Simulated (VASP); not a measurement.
# Al (I4/mmm) in VASP: further runs

Runs on Al. Level: r2SCAN. Tasks: single point.

All numbers are computed with VASP 6.6.1; they aren't measurements. Logs are shortened: lines on timing, memory, paths and dates and some standing lists are left out, and cuts for length are marked.

## 1. The cell of the first run

The structure is tetragonal, space group I4/mmm (No. 139). The conventional cell has a = 3.230 Å, b = 3.230 Å, c = 3.278 Å, α = 90.00°, β = 90.00°, γ = 90.00°. Within 3.7 Å of Al (site symmetry 4/mmm) lie 14 Al at 2.81 to 3.28 Å.

## 2. Single point, r2SCAN (strain +0.015 along x and y, +0.030 along z)

File POSCAR:

```
Al
1.0
   -1.6150869704      1.6150869704      1.6389552507
    1.6150869704     -1.6150869704      1.6389552507
    1.6150869704      1.6150869704     -1.6389552507
Al
1
Direct
    0.0000000000      0.0000000000      0.0000000000
```

File INCAR.step1:

```
SYSTEM = Al
  PREC = Accurate
  ENCUT = 520
  ISMEAR = 0
  SIGMA = 0.15
  LREAL = .FALSE.
  LASPH = .TRUE.
  NELM = 100
  NBANDS = 8
  GGA = PE
  ALGO = Normal
  EDIFF = 1E-4
  LWAVE = .TRUE.
  LCHARG = .FALSE.
```

File INCAR.step2:

```
SYSTEM = Al
  PREC = Accurate
  ENCUT = 520
  EDIFF = 1E-6
  ISMEAR = 0
  SIGMA = 0.15
  LREAL = .FALSE.
  LASPH = .TRUE.
  NELM = 100
  ALGO = Normal
  ISIF = 2
  LWAVE = .FALSE.
  LCHARG = .TRUE.
  METAGGA = R2SCAN
  LMIXTAU = .TRUE.
  LELF = .TRUE.
  LVHAR = .TRUE.
  NBANDS = 8
  ISTART = 1
```

File KPOINTS:

```
regular mesh
0
G
  20 20 20
  0 0 0
```

Potentials or basis: VASP PAW PBE potentials, release 64 (Al).

Run with:

```
cat potpaw_PBE.64/Al/POTCAR > POTCAR
cp INCAR.step1 INCAR
mpirun -np 1 vasp_std > vasp.out
cp INCAR.step2 INCAR
mpirun -np 1 vasp_std > vasp.out
```

OUTCAR:

```text
SYSTEM = Al
   PREC = Accurate
   ENCUT = 520
   EDIFF = 1E-6
   ISMEAR = 0
   LREAL = .FALSE.
   LASPH = .TRUE.
   NELM = 100
   ISIF = 2
   METAGGA = R2SCAN
   ISTART = 1

 ion  position               nearest neighbor table
   1  0.000  0.000  0.000-

  LATTYP: Found a body centered tetragonal cell.
 ALAT       =     3.2301739408
 C/A-ratio  =     1.0147783251

  Lattice vectors:

 A1 = (  -1.6150869704,   1.6150869704,   1.6389552507)
 A2 = (   1.6150869704,  -1.6150869704,   1.6389552507)
 A3 = (   1.6150869704,   1.6150869704,  -1.6389552507)

Analysis of symmetry for initial positions (statically):
=====================================================================
 Subroutine PRICEL returns:
 Original cell was already a primitive cell.

 Routine SETGRP: Setting up the symmetry group for a
 body centered tetragonal supercell.

 Subroutine GETGRP returns: Found 16 space group operations
 (whereof 16 operations were pure point group operations)
 out of a pool of 16 trial point group operations.

The static configuration has the point symmetry D_4h.

Analysis of symmetry for dynamics (positions and initial velocities):
=====================================================================
 Subroutine PRICEL returns:
 Original cell was already a primitive cell.

 Routine SETGRP: Setting up the symmetry group for a
 body centered tetragonal supercell.

 Subroutine GETGRP returns: Found 16 space group operations
 (whereof 16 operations were pure point group operations)
 out of a pool of 16 trial point group operations.

The dynamic configuration has the point symmetry D_4h.

 Subroutine INISYM returns: Found 16 space group operations
 (whereof 16 operations are pure point group operations),
 and found     1 'primitive' translations

----------------------------------------------------------------------------------------

                                     Primitive cell

  volume of cell :      17.1009

  direct lattice vectors                    reciprocal lattice vectors
    -1.615086970  1.615086970  1.638955251     0.000000000  0.309580852  0.305072393
     1.615086970 -1.615086970  1.638955251     0.309580852  0.000000000  0.305072393
     1.615086970  1.615086970 -1.638955251     0.309580852  0.309580852  0.000000000

  length of vectors
     2.811260599  2.811260599  2.811260599     0.434637169  0.434637169  0.437813439

  position of ions in fractional coordinates (direct lattice)
     0.000000000  0.000000000  0.000000000

  ion indices of the primitive-cell ions
   primitive index   ion index
                 1           1

----------------------------------------------------------------------------------------

 KPOINTS: regular mesh

Automatic generation of k-mesh.
 Grid dimensions read from file:
 generate k-points for:   20   20   20

 Generating k-lattice:

  Cartesian coordinates                     Fractional coordinates (reciprocal lattice)
     0.000000000  0.015479043  0.015253620     0.050000000  0.000000000  0.000000000
     0.015479043  0.000000000  0.015253620     0.000000000  0.050000000  0.000000000
     0.015479043  0.015479043  0.000000000     0.000000000  0.000000000  0.050000000

  Length of vectors
     0.021731858  0.021731858  0.021890672

  Shift w.r.t. Gamma in fractional coordinates (k-lattice)
     0.000000000  0.000000000  0.000000000

 Subroutine IBZKPT returns following result:
 ===========================================

 Found    641 irreducible k-points:

 Following reciprocal coordinates:
            Coordinates               Weight
  0.000000  0.000000  0.000000      1.000000
  0.050000  0.000000  0.000000      8.000000
  0.100000  0.000000  0.000000      8.000000
  0.150000  0.000000  0.000000      8.000000
  0.200000  0.000000  0.000000      8.000000
  0.250000  0.000000  0.000000      8.000000
[... 16 lines left out ...]
 -0.400000  0.050000  0.000000     16.000000
 -0.350000  0.050000  0.000000     16.000000
 [... further k-points ...]
   k-points           NKPTS =    641   k-points in BZ     NKDIM =    641   number of bands    NBANDS=      8
   number of dos      NEDOS =    301   number of ions     NIONS =      1
   total plane-waves  NPLWV =  13824
   dimension x,y,z NGX =    24 NGY =   24 NGZ =   24
   dimension x,y,z NGXF=    48 NGYF=   48 NGZF=   48
   ions per type =               1
   NGX,Y,Z   is equivalent  to a cutoff of  14.19, 14.19, 14.19 a.u.
   NGXF,Y,Z  is equivalent  to a cutoff of  28.39, 28.39, 28.39 a.u.
 SYSTEM =  Al
   PREC   = accura    normal or accurate (medium, high low for compatibility)
   ISTART =      1    job   : 0-new  1-cont  2-samecut
   ICHARG =      0    charge: 1-file 2-atom 10-const
   ISPIN  =      1    spin polarized calculation?
   LNONCOLLINEAR =      F non collinear calculations
   LSORBIT =      F    spin-orbit coupling
   LASPH  =      T    aspherical Exc in radial PAW
   ENCUT  =  520.0 eV  38.22 Ry    6.18 a.u.   5.23  5.23  5.23*2*pi/ulx,y,z
   NELM   =    100;   NELMIN=  2; NELMDL=  0     # of ELM steps
   EDIFF  = 0.1E-05   stopping-criterion for ELM
   LREAL  =      F    real-space projection
   EDIFFG = 0.1E-04   stopping-criterion for IOM
   NSW    =      0    number of steps for IOM
   IBRION =     -1    ionic relax: 0-MD 1-quasi-New 2-CG
   NFREE  =      0    steps in history (QN), initial steepest desc. (CG)
   ISIF   =      2    stress and relaxation
   ISYM   =      2    0-nonsym 1-usesym 2-fastsym
   POTIM  = 0.5000    time-step for ionic-motion
   TEBEG  =    0.0;   TEEND  =   0.0 temperature during run
   PSTRESS=    0.0 pullay stress
   NELECT =       3.0000    total number of electrons
   NUPDOWN=      -1.0000    fix difference up-down
   EMIN   =  10.00;   EMAX   =-10.00  energy-range for DOS
   EFERMI =   0.00;   METHOD = LEGACY
   ISMEAR =     0;   SIGMA  =   0.15  broadening in eV -4-tet -1-fermi 0-gaus
   EFERMI_NEDOS =   21; number of points for ismear=-14 and -15
   IALGO  =     38    algorithm
   IMIX   =      4    mixing-type and parameters
     AMIX     =   0.40;   BMIX     =  1.00
     AMIX_MAG =   1.60;   BMIX_MAG =  1.00
  volume/ion in A,a.u.               =      17.10       115.40
  Fermi-wavevector in a.u.,A,eV,Ry     =   0.916450  1.731840 11.427278  0.839881
  Thomas-Fermi vector in A             =   2.041307
   LORBIT       =      0    0 simple, 1 ext, 2 COOP (PROOUT), +10 PAW based schemes
   METAGGA = R2SCAN    functional components
   LHFCALC =     F    Hartree Fock is set to
   AEXX    =    0.0000 exact exchange contribution
   IVDW    =     0    specifies the selected vdW correction
   LEPSILON=     F    determine dielectric tensor
   LRPA    =     F    only Hartree local field effects (RPA)
 non-spin polarized calculation
 Gauss-broadening in eV      SIGMA  =   0.15
  energy-cutoff  :      520.00
  volume of cell :       17.10
 maximum number of plane-waves:       476
 NGX is ok and might be reduce to    24
   NGX = 11   NGY = 11   NGZ = 11

 number of electron       3.0000000 magnetization

 Free energy of the ion-electron system (eV)
  ---------------------------------------------------
  ext. energy  EPLUGINS =         0.00000000
  ---------------------------------------------------
  free energy    TOTEN  =        -6.61290208 eV

  energy without entropy =       -6.60794011  energy(sigma->0) =       -6.61042110

 E-fermi :   7.6624     XC(G=0): -10.7934

 val. band max:        7.6562002773   @ k =  -0.4500   0.1000   0.0500
 cond. band min:       7.6675136604   @ k =  -0.2500  -0.3000   0.0500
 fundamental gap:      0.0113133831
 Fermi energy:         7.6624391055

 k-point     1 :       0.0000    0.0000    0.0000
  band No.  band energies     occupation
      1      -3.9475      2.00000
      2      21.3657      0.00000
      3      21.3657      0.00000
      4      21.7198      0.00000
      5      22.9265      0.00000
      6      23.0692      0.00000
      7      23.0692      0.00000
      8      24.4288      0.00000

 k-point     2 :       0.0500    0.0000    0.0000
  band No.  band energies     occupation
      1      -3.8730      2.00000
      2      20.3601      0.00000
      3      20.8669      0.00000
      4      21.3006      0.00000
      5      22.6915      0.00000
      6      23.4166      0.00000
      7      23.7922      0.00000
      8      23.8540      0.00000

 k-point     3 :       0.1000    0.0000    0.0000
  band No.  band energies     occupation
      1      -3.6496      2.00000
      2      18.4252      0.00000
      3      19.9803      0.00000
      4      20.5406      0.00000
      5      21.9888      0.00000
      6      23.0559      0.00000
      7      24.0055      0.00000
      8      24.7432      0.00000

 k-point     4 :       0.1500    0.0000    0.0000
  band No.  band energies     occupation
      1      -3.2780      2.00000
      2      16.2816      0.00000
      3      19.1288      0.00000
      4      19.6849      0.00000
      5      21.1872      0.00000
      6      22.3509      0.00000
      7      24.6008      0.00000
      8      24.9819      0.00000

 k-point     5 :       0.2000    0.0000    0.0000
  band No.  band energies     occupation
      1      -2.7593      2.00000
      2      14.1385      0.00000
      3      18.3763      0.00000
      4      18.8616      0.00000
      5      20.4240      0.00000
      6      21.7086      0.00000
      7      25.2108      0.00000
      8      25.4134      0.00000
[... 177 lines left out ...]
 k-point    22 :      -0.4500    0.0500   -0.0000
  band No.  band energies     occupation
      1       1.4035      2.00000
      2       5.7058      2.00000
      3      15.2745      0.00000
      4      16.5421      0.00000
      5      18.8750      0.00000
      6      20.5193      0.00000
      7      27.5015      0.00000
      8      30.0150      0.00000

 k-point    23 :      -0.4000    0.0500    0.0000
  band No.  band energies     occupation
      1       0.2510      2.00000
      2       7.3806      1.99212
      3      15.5562      0.00000
      4      16.7750      0.00000
      5      19.1497      0.00000
      6      20.7307      0.00000
      7      26.6153      0.00000
      8      29.2652      0.00000

 k-point    24 :      -0.3500    0.0500    0.0000
  band No.  band energies     occupation
      1      -0.7678      2.00000
      2       9.1815      0.00000
      3      15.9674      0.00000
      4      17.1335      0.00000
      5      19.5513      0.00000
      6      21.0439      0.00000
      7      25.8107      0.00000
      8      28.3633      0.00000

 [... further k-points ...]

------------------------ aborting loop because EDIFF is reached ----------------------------------------

  FORCE on cell =-STRESS in cart. coord.  units (eV):
  Direction    XX          YY          ZZ          XY          YZ          ZX
  --------------------------------------------------------------------------------------
  -------------------------------------------------------------------------------------
  Total       -0.4768332     -0.4768332     -0.3939678      0.0000000      0.0000000      0.0000000
  in kB      -44.6743371    -44.6743371    -36.9107079      0.0000000      0.0000000      0.0000000
  external PRESSURE =     -42.0864607 kB  Pullay stress =       0.0000000 kB

 VOLUME and BASIS-vectors are now :
 -----------------------------------------------------------------------------
  energy-cutoff  :      520.00
  volume of cell :       17.10
      direct lattice vectors                 reciprocal lattice vectors
    -1.615086970  1.615086970  1.638955251     0.000000000  0.309580852  0.305072393
     1.615086970 -1.615086970  1.638955251     0.309580852  0.000000000  0.305072393
     1.615086970  1.615086970 -1.638955251     0.309580852  0.309580852  0.000000000

 POSITION                                       TOTAL-FORCE (eV/Angst)
 -----------------------------------------------------------------------------------
      0.00000      0.00000      0.00000         0.000000      0.000000      0.000000
 -----------------------------------------------------------------------------------
    total drift:                               -0.000000      0.000000      0.000000

  FREE ENERGIE OF THE ION-ELECTRON SYSTEM (eV)
  ---------------------------------------------------
  free  energy   TOTEN  =        -6.6129020824 eV

  energy  without entropy=       -6.6079401136  energy(sigma->0) =       -6.61042110
```

Wall time 1.9 min (1 thread of Intel Xeon Platinum 8488C (Sapphire Rapids), shared host); peak memory 0.19 GiB.

What came out:

* Free energy: -6.6129 eV
* Pressure: -4.2 GPa

Caveat: the cell differs from its parent crystal (strain +0.015 along x and y, +0.030 along z); the PAW data sets were made with another functional, which shifts forces and pressure a little.

## 3. Single point, r2SCAN (strain +0.030 along x and y, +0.015 along z)

File POSCAR:

```
Al
1.0
   -1.6389552507      1.6389552507      1.6150869704
    1.6389552507     -1.6389552507      1.6150869704
    1.6389552507      1.6389552507     -1.6150869704
Al
1
Direct
    0.0000000000      0.0000000000      0.0000000000
```

File INCAR.step1:

```
SYSTEM = Al
ALGO = Normal ; EDIFF = 1E-4
ENCUT = 520 ; GGA = PE
ISMEAR = 0 ; LASPH = .TRUE.
LCHARG = .FALSE. ; LREAL = .FALSE.
LWAVE = .TRUE. ; NBANDS = 8
NELM = 100 ; PREC = Accurate
SIGMA = 0.15
```

File INCAR.step2:

```
SYSTEM = Al
ALGO = Normal ; EDIFF = 1E-6
ENCUT = 520 ; ISIF = 2
ISMEAR = 0 ; ISTART = 1
LASPH = .TRUE. ; LCHARG = .FALSE.
LMIXTAU = .TRUE. ; LREAL = .FALSE.
LWAVE = .FALSE. ; METAGGA = R2SCAN
NBANDS = 8 ; NELM = 100
PREC = Accurate ; SIGMA = 0.15
```

File KPOINTS:

```
k-points
0
G
  20 20 20
  0 0 0
```

Potentials or basis: VASP PAW PBE potentials, release 64 (Al).

Run with:

```
cat potpaw_PBE.64/Al/POTCAR > POTCAR
cp INCAR.step1 INCAR
mpirun -np 1 vasp_std > vasp.out
cp INCAR.step2 INCAR
mpirun -np 1 vasp_std > vasp.out
```

Run time: 1.9 min. Hardware: 1 thread of Intel Xeon Platinum 8488C (Sapphire Rapids), shared host; peak memory 0.19 GiB.

The run converged. Its results:

- Free energy: -6.6055 eV
- Pressure: -5.1 GPa

Stress tensor (GPa, compression positive):
```
-4.90  0.00  0.00
 0.00 -4.90  0.00
 0.00  0.00 -5.54
```

Levels at points of the mesh, in eV from the Fermi level:
```tsv
k point	band 1	band 2	band 3	band 4
(0.00, 0.00, 0.00)	-11.51	13.50	13.85	13.85
(0.50, 0.00, 0.00)	-4.50	-3.90	8.33	8.46
(0.50, 0.50, 0.00)	-4.57	-4.04	8.62	8.78
(0.50, 0.50, 0.50)	1.78	1.78	2.20	2.97
```

Caveat: the cell differs from its parent crystal (strain +0.030 along x and y, +0.015 along z); the PAW data sets were made with another functional, which shifts forces and pressure a little.
